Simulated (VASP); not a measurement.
# LiF (P6_3mc) in VASP: further runs

LiF is run at these levels: LDA; tasks: single point.

All numbers are computed with VASP 6.6.1; they aren't measurements. Logs are shortened: lines on timing, memory, paths and dates and some standing lists are left out, and cuts for length are marked.

### Step 1. The cell of the first run

The structure is hexagonal, space group P6_3mc (No. 186). The conventional cell has a = 2.969 Å, b = 2.969 Å, c = 4.735 Å, α = 90.00°, β = 90.00°, γ = 120.00°. Li (site symmetry 3m) has 4 F at 1.80 to 1.83 Å within 2.4 Å. F (site symmetry 3m) has 4 Li at 1.80 to 1.83 Å within 2.4 Å.

### Step 2. Single point, LDA (strain -0.030 along x and y, -0.015 along z)

INCAR reads:

```
ALGO = Normal ; EDIFF = 1E-6
ENCUT = 520 ; ISIF = 2
ISMEAR = 0 ; LASPH = True
LCHARG = False ; LREAL = False
LWAVE = False ; NBANDS = 18
NELM = 80 ; PREC = Accurate
SIGMA = 0.05
```

KPOINTS reads:

```
k-points
0
Gamma
  9 9 6
```

POSCAR reads:

```
LiF
1.0
    2.9691116230      0.0000000000      0.0000000000
   -1.4845558115      2.5713260922      0.0000000000
    0.0000000000      0.0000000000      4.7352147014
Li F
2 2
Direct
    0.3333333333      0.6666666667      0.3811542600
    0.6666666667      0.3333333333      0.8811542600
    0.3333333333      0.6666666667      0.9938437400
    0.6666666667      0.3333333333      0.4938437400
```

Potentials or basis: VASP PAW LDA potentials, release 64 (Li_sv, F).

The run is started by

```console
$ cat potpaw_LDA.64/Li_sv/POTCAR potpaw_LDA.64/F/POTCAR > POTCAR
$ mpirun -np 1 vasp_std > vasp.out
```

OUTCAR:

```text
EDIFF = 1E-6
   ENCUT = 520
   ISIF = 2
   ISMEAR = 0
   LASPH = True
   LREAL = False
   NELM = 80
   PREC = Accurate

 ion  position               nearest neighbor table
   1  0.333  0.667  0.381-   4 1.80   4 1.80   4 1.80   3 1.83
   2  0.667  0.333  0.881-   3 1.80   3 1.80   3 1.80   4 1.83
   3  0.333  0.667  0.994-   2 1.80   2 1.80   2 1.80   1 1.83
   4  0.667  0.333  0.494-   1 1.80   1 1.80   1 1.80   2 1.83

  LATTYP: Found a hexagonal cell.
 ALAT       =     2.9691116230
 C/A-ratio  =     1.5948254234

  Lattice vectors:

 A1 = (   2.9691116230,   0.0000000000,   0.0000000000)
 A2 = (  -1.4845558115,   2.5713260922,   0.0000000000)
 A3 = (   0.0000000000,   0.0000000000,   4.7352147014)

Analysis of symmetry for initial positions (statically):
=====================================================================
 Subroutine PRICEL returns:
 Original cell was already a primitive cell.

 Routine SETGRP: Setting up the symmetry group for a
 hexagonal supercell.

 Subroutine GETGRP returns: Found 12 space group operations
 (whereof  6 operations were pure point group operations)
 out of a pool of 24 trial point group operations.

The static configuration has the point symmetry C_3v.
 The point group associated with its full space group is C_6v.

Analysis of symmetry for dynamics (positions and initial velocities):
=====================================================================
 Subroutine PRICEL returns:
 Original cell was already a primitive cell.

 Routine SETGRP: Setting up the symmetry group for a
 hexagonal supercell.

 Subroutine GETGRP returns: Found 12 space group operations
 (whereof  6 operations were pure point group operations)
 out of a pool of 24 trial point group operations.

The dynamic configuration has the point symmetry C_3v.
 The point group associated with its full space group is C_6v.

 Subroutine INISYM returns: Found 12 space group operations
 (whereof  6 operations are pure point group operations),
 and found     1 'primitive' translations

----------------------------------------------------------------------------------------

                                     Primitive cell

  volume of cell :      36.1513

  direct lattice vectors                    reciprocal lattice vectors
     2.969111623  0.000000000  0.000000000     0.336801080  0.194452194  0.000000000
    -1.484555811  2.571326092  0.000000000     0.000000000  0.388904388  0.000000000
     0.000000000  0.000000000  4.735214701     0.000000000  0.000000000  0.211183666

  length of vectors
[... 91 lines left out ...]
   NFREE  =      0    steps in history (QN), initial steepest desc. (CG)
   ISIF   =      2    stress and relaxation
   ISYM   =      2    0-nonsym 1-usesym 2-fastsym
   POTIM  = 0.5000    time-step for ionic-motion
   TEBEG  =    0.0;   TEEND  =   0.0 temperature during run
   PSTRESS=    0.0 pullay stress
   NELECT =      20.0000    total number of electrons
   NUPDOWN=      -1.0000    fix difference up-down
   EMIN   =  10.00;   EMAX   =-10.00  energy-range for DOS
   EFERMI =   0.00;   METHOD = LEGACY
   ISMEAR =     0;   SIGMA  =   0.05  broadening in eV -4-tet -1-fermi 0-gaus
   EFERMI_NEDOS =   21; number of points for ismear=-14 and -15
   IALGO  =     38    algorithm
   IMIX   =      4    mixing-type and parameters
     AMIX     =   0.40;   BMIX     =  1.00
     AMIX_MAG =   1.60;   BMIX_MAG =  1.00
  volume/ion in A,a.u.               =       9.04        60.99
  Fermi-wavevector in a.u.,A,eV,Ry     =   1.343931  2.539662 24.574178  1.806151
  Thomas-Fermi vector in A             =   2.471966
   LORBIT       =      0    0 simple, 1 ext, 2 COOP (PROOUT), +10 PAW based schemes
   GGA     = CA    functional components
   LHFCALC =     F    Hartree Fock is set to
   AEXX    =    0.0000 exact exchange contribution
   IVDW    =     0    specifies the selected vdW correction
   LEPSILON=     F    determine dielectric tensor
   LRPA    =     F    only Hartree local field effects (RPA)
 non-spin polarized calculation
 Gauss-broadening in eV      SIGMA  =   0.05
  energy-cutoff  :      520.00
  volume of cell :       36.15
 maximum number of plane-waves:      1014
 NGX is ok and might be reduce to    24
   NGX = 11   NGY = 11   NGZ = 17

 number of electron      20.0000029 magnetization

 Free energy of the ion-electron system (eV)
  ---------------------------------------------------
  ext. energy  EPLUGINS =         0.00000000
  ---------------------------------------------------
  free energy    TOTEN  =       -20.79824145 eV

  energy without entropy =      -20.79824145  energy(sigma->0) =      -20.79824145

 E-fermi :  -1.9945     XC(G=0):  -9.9840

 val. band max:       -2.3235576528   @ k =   0.0000   0.0000   0.0000
 cond. band min:       5.7083347612   @ k =   0.0000   0.0000   0.0000
 fundamental gap:      8.0318924141
 Fermi energy:        -1.9945235740

 k-point     1 :       0.0000    0.0000    0.0000
  band No.  band energies     occupation
      1     -41.3861      2.00000
      2     -41.3168      2.00000
      3     -21.4776      2.00000
      4     -21.2080      2.00000
      5      -4.8408      2.00000
      6      -2.8162      2.00000
[... 481 lines left out ...]
      5      -4.6763      2.00000
      6      -3.7047      2.00000
[... 10 lines left out ...]
     17      16.6714      0.00000
     18      19.7274      0.00000

 [... further k-points ...]

------------------------ aborting loop because EDIFF is reached ----------------------------------------

  FORCE on cell =-STRESS in cart. coord.  units (eV):
  Direction    XX          YY          ZZ          XY          YZ          ZX
  --------------------------------------------------------------------------------------
  -------------------------------------------------------------------------------------
  Total        0.5772809      0.5772809     -0.0176675      0.0000000      0.0000000      0.0000000
  in kB       25.5843519     25.5843519     -0.7830026      0.0000000      0.0000000      0.0000000
  external PRESSURE =      16.7952337 kB  Pullay stress =       0.0000000 kB

 VOLUME and BASIS-vectors are now :
 -----------------------------------------------------------------------------
  energy-cutoff  :      520.00
  volume of cell :       36.15
      direct lattice vectors                 reciprocal lattice vectors
     2.969111623  0.000000000  0.000000000     0.336801080  0.194452194  0.000000000
    -1.484555811  2.571326092  0.000000000     0.000000000  0.388904388  0.000000000
     0.000000000  0.000000000  4.735214701     0.000000000  0.000000000  0.211183666

 POSITION                                       TOTAL-FORCE (eV/Angst)
 -----------------------------------------------------------------------------------
     -0.00000      1.71422      1.80485         0.000000      0.000000     -0.075141
      1.48456      0.85711      4.17245        -0.000000      0.000000     -0.075141
     -0.00000      1.71422      4.70606         0.000000     -0.000000      0.075141
      1.48456      0.85711      2.33846        -0.000000      0.000000      0.075141
 -----------------------------------------------------------------------------------
    total drift:                               -0.000000     -0.000000      0.000502

  FREE ENERGIE OF THE ION-ELECTRON SYSTEM (eV)
  ---------------------------------------------------
  free  energy   TOTEN  =       -20.7982414498 eV

  energy  without entropy=      -20.7982414498  energy(sigma->0) =      -20.79824145
```

stdout:

```text
POSCAR found type information on POSCAR LiF
 POSCAR found :  2 types and       4 ions
 scaLAPACK will be used
 LDA part: xc-table for (Slater(with rela. corr.)+CA(PZ))
 , standard interpolation
 POSCAR, INCAR and KPOINTS ok, starting setup
 FFT: planning ... GRIDC
 FFT: planning ... GRID_SOFT
 FFT: planning ... GRID
 WAVECAR not read
 entering main loop
```

It took 22 s on 1 thread of AMD EPYC 7R13, shared host; peak memory 0.12 GiB.

What came out:

| Quantity | Value |
| --- | --- |
| Free energy | -20.7982 eV |
| Largest force | 0.075 eV/Å |
| Band gap on the k mesh | 8.03 eV |

Forces on the atoms (eV/Å):
```
Li   0.000  0.000 -0.075
Li   0.000  0.000 -0.075
F    0.000  0.000  0.075
F    0.000  0.000  0.075
```

Caveat: the cell differs from its parent crystal (strain -0.030 along x and y, -0.015 along z); the cutoff is under 1.25 times the usual one of these potentials, so pressure, stress and relaxed cells hold a basis-set (Pulay) error; an odd mesh through Γ misses points on the zone boundary, where band edges can lie.

### Step 3. Single point, LDA (strain -0.030 along x and y, +0.000 along z)

INCAR reads:

```
  ALGO = Normal
  EDIFF = 1E-6
  ENCUT = 520
  GGA = CA
  ISIF = 2
  ISMEAR = 0
  LASPH = True
  LCHARG = False
  LREAL = False
  LWAVE = False
  NBANDS = 18
  NELM = 80
  PREC = Accurate
  SIGMA = 0.05
```

KPOINTS is that of step 2.

Changes to POSCAR since step 2:

```diff
@@ -4,3 +4,3 @@
    -1.4845558115      2.5713260922      0.0000000000
-    0.0000000000      0.0000000000      4.7352147014
+    0.0000000000      0.0000000000      4.8073245700
 Li F
```

Potentials or basis: VASP PAW LDA potentials, release 64 (Li_sv, F).

The run is started by

```console
$ cat potpaw_LDA.64/Li_sv/POTCAR potpaw_LDA.64/F/POTCAR > POTCAR
$ mpirun -np 1 vasp_std > vasp.out
```

Run time: 22 s. Hardware: 1 thread of AMD EPYC 7R13, shared host; peak memory 0.12 GiB.

Results (log left out):

- Free energy: -20.7961 eV
- Largest force: 0.135 eV/Å
- Band gap on the k mesh: 7.96 eV

Forces on the atoms (eV/Å):
```
Li   0.000  0.000 -0.135
Li   0.000  0.000 -0.135
F    0.000  0.000  0.135
F    0.000  0.000  0.135
```

Levels at points of the mesh, in eV from the valence-band top:
```csv
k point,band 6,band 7,band 8,band 9,band 10,band 11,band 12,band 13,band 14,band 15
"(0.00, 0.00, 0.00)",-0.43,-0.43,-0.11,-0.11,0.00,7.96,12.08,15.63,19.03,19.03
"(0.00, 0.00, 0.50)",-1.30,-0.27,-0.27,-0.27,-0.27,9.65,9.65,17.68,17.68,19.33
```

Caveat: the cell differs from its parent crystal (strain -0.030 along x and y, +0.000 along z); the cutoff is under 1.25 times the usual one of these potentials, so pressure, stress and relaxed cells hold a basis-set (Pulay) error; an odd mesh through Γ misses points on the zone boundary, where band edges can lie.

### Step 4. Single point, LDA (strain -0.030 along x and y, +0.015 along z)

INCAR reads:

```
SYSTEM = LiF
PREC = Accurate
ENCUT = 520
EDIFF = 1E-6
ISMEAR = 0
SIGMA = 0.05
LREAL = .False.
LASPH = .True.
NELM = 60
ALGO = Normal
ISIF = 2
LWAVE = .False.
LCHARG = .True.
GGA = CA
LELF = .True.
LVHAR = .True.
NBANDS = 18
```

KPOINTS reads:

```
Automatic mesh
0
Gamma
  9 9 6
  0 0 0
```

Changes to POSCAR since step 3:

```diff
@@ -4,3 +4,3 @@
    -1.4845558115      2.5713260922      0.0000000000
-    0.0000000000      0.0000000000      4.8073245700
+    0.0000000000      0.0000000000      4.8794344385
 Li F
```

Potentials or basis: VASP PAW LDA potentials, release 64 (Li_sv, F).

The run is started by

```console
$ cat potpaw_LDA.64/Li_sv/POTCAR potpaw_LDA.64/F/POTCAR > POTCAR
$ mpirun -np 1 vasp_std > vasp.out
```

OUTCAR:

```text
SYSTEM = LiF
   PREC = Accurate
   ENCUT = 520
   EDIFF = 1E-6
   ISMEAR = 0
   LREAL = .False.
   LASPH = .True.
   NELM = 60
   ISIF = 2
   GGA = CA

 ion  position               nearest neighbor table
   1  0.333  0.667  0.381-   4 1.80   4 1.80   4 1.80   3 1.89
   2  0.667  0.333  0.881-   3 1.80   3 1.80   3 1.80   4 1.89
   3  0.333  0.667  0.994-   2 1.80   2 1.80   2 1.80   1 1.89
   4  0.667  0.333  0.494-   1 1.80   1 1.80   1 1.80   2 1.89

  LATTYP: Found a hexagonal cell.
 ALAT       =     2.9691116230
 C/A-ratio  =     1.6433987866

  Lattice vectors:

 A1 = (   2.9691116230,   0.0000000000,   0.0000000000)
 A2 = (  -1.4845558115,   2.5713260922,   0.0000000000)
 A3 = (   0.0000000000,   0.0000000000,   4.8794344385)

Analysis of symmetry for initial positions (statically):
=====================================================================
 Subroutine PRICEL returns:
 Original cell was already a primitive cell.

 Routine SETGRP: Setting up the symmetry group for a
 hexagonal supercell.

[... 172 lines left out ...]

 E-fermi :  -2.1584     XC(G=0):  -9.8408

 val. band max:       -2.5219853519   @ k =   0.0000   0.0000   0.0000
 cond. band min:       5.3694515138   @ k =   0.0000   0.0000   0.0000
 fundamental gap:      7.8914368657
 Fermi energy:        -2.1584044735

 k-point     1 :       0.0000    0.0000    0.0000
  band No.  band energies     occupation
      1     -41.6035      2.00000
      2     -41.5487      2.00000
      3     -21.5814      2.00000
      4     -21.3458      2.00000
      5      -4.8951      2.00000
      6      -2.8990      2.00000
[... 481 lines left out ...]
      5      -4.7259      2.00000
      6      -3.8115      2.00000
[... 10 lines left out ...]
     17      16.2091      0.00000
     18      19.2522      0.00000

 [... further k-points ...]

------------------------ aborting loop because EDIFF is reached ----------------------------------------

  FORCE on cell =-STRESS in cart. coord.  units (eV):
  Direction    XX          YY          ZZ          XY          YZ          ZX
  --------------------------------------------------------------------------------------
  -------------------------------------------------------------------------------------
  Total        0.3838658      0.3838658     -0.8508463      0.0000000      0.0000000      0.0000000
  in kB       16.5096122     16.5096122    -36.5938844      0.0000000      0.0000000      0.0000000
  external PRESSURE =      -1.1915534 kB  Pullay stress =       0.0000000 kB

 VOLUME and BASIS-vectors are now :
 -----------------------------------------------------------------------------
  energy-cutoff  :      520.00
  volume of cell :       37.25
      direct lattice vectors                 reciprocal lattice vectors
     2.969111623  0.000000000  0.000000000     0.336801080  0.194452194  0.000000000
    -1.484555811  2.571326092  0.000000000     0.000000000  0.388904388  0.000000000
     0.000000000  0.000000000  4.879434438     0.000000000  0.000000000  0.204941784

 POSITION                                       TOTAL-FORCE (eV/Angst)
 -----------------------------------------------------------------------------------
     -0.00000      1.71422      1.85982         0.000000      0.000000     -0.180784
      1.48456      0.85711      4.29953         0.000000      0.000000     -0.180784
     -0.00000      1.71422      4.84940        -0.000000      0.000000      0.180784
      1.48456      0.85711      2.40968         0.000000      0.000000      0.180784
 -----------------------------------------------------------------------------------
    total drift:                               -0.000000     -0.000001     -0.000331

  FREE ENERGIE OF THE ION-ELECTRON SYSTEM (eV)
  ---------------------------------------------------
  free  energy   TOTEN  =       -20.7879235770 eV

  energy  without entropy=      -20.7879235770  energy(sigma->0) =      -20.78792358
```

OSZICAR:

```text
N       E                     dE             d eps       ncg     rms          rms(c)
DAV:   1     0.112829280940E+03    0.11283E+03   -0.10959E+04  1728   0.121E+03
DAV:   2    -0.119234253322E+02   -0.12475E+03   -0.12199E+03  1998   0.293E+02
DAV:   3    -0.221138225190E+02   -0.10190E+02   -0.10133E+02  3236   0.616E+01
DAV:   4    -0.222006433979E+02   -0.86821E-01   -0.86749E-01  2206   0.752E+00
DAV:   5    -0.222017297141E+02   -0.10863E-02   -0.10856E-02  2352   0.637E-01    0.698E+00
DAV:   6    -0.208150618911E+02    0.13867E+01   -0.35286E+00  1806   0.145E+01    0.217E+00
DAV:   7    -0.207971526771E+02    0.17909E-01   -0.11933E-01  1950   0.244E+00    0.139E+00
DAV:   8    -0.207888162623E+02    0.83364E-02   -0.44694E-02  2346   0.200E+00    0.330E-01
DAV:   9    -0.207877570459E+02    0.10592E-02   -0.58080E-03  2068   0.637E-01    0.863E-02
DAV:  10    -0.207879294819E+02   -0.17244E-03   -0.29274E-04  1876   0.145E-01    0.282E-02
DAV:  11    -0.207879237913E+02    0.56906E-05   -0.20224E-05  2352   0.446E-02    0.620E-03
DAV:  12    -0.207879235770E+02    0.21436E-06   -0.83555E-07  1612   0.920E-03
   1 F= -.20787924E+02 E0= -.20787924E+02  d E =-.630859E-27
```

It took 22 s on 1 thread of AMD EPYC 7R13, shared host; peak memory 0.12 GiB.

What came out:

```yaml
Free_energy: -20.7879 eV
Largest_force: 0.181 eV/Å
Band_gap_on_the_k_mesh: 7.89 eV
```

Forces in eV/Å, atoms in the order of the input:
```
Li   0.000  0.000 -0.181
Li   0.000  0.000 -0.181
F    0.000  0.000  0.181
F    0.000  0.000  0.181
```

Caveat: the cell differs from its parent crystal (strain -0.030 along x and y, +0.015 along z); the cutoff is under 1.25 times the usual one of these potentials, so pressure, stress and relaxed cells hold a basis-set (Pulay) error; an odd mesh through Γ misses points on the zone boundary, where band edges can lie.

### Step 5. Overview

| cell | gap on the mesh (eV) | largest force (eV/Å) |
| --- | --- | --- |
| a = 2.969, b = 2.969, c = 4.735 Å, angles 90.0, 90.0, 120.0°, 4 atoms | 8.03 | 0.08 |
| a = 2.969, b = 2.969, c = 4.807 Å, angles 90.0, 90.0, 120.0°, 4 atoms | 7.96 | 0.14 |
| a = 2.969, b = 2.969, c = 4.879 Å, angles 90.0, 90.0, 120.0°, 4 atoms | 7.89 | 0.18 |

Alike in all rows: task single point; level LDA; potentials or basis VASP PAW LDA potentials, release 64 (Li_sv, F); no spin polarisation; k mesh 9 × 9 × 6; cutoff (eV) 520; smearing gaussian 0.05 eV.

Caveats: the cutoff is under 1.25 times the usual one of these potentials, so pressure, stress and relaxed cells hold a basis-set (Pulay) error; an odd mesh through Γ misses points on the zone boundary, where band edges can lie.

Absolute energies hang on the potentials; compare differences alone.
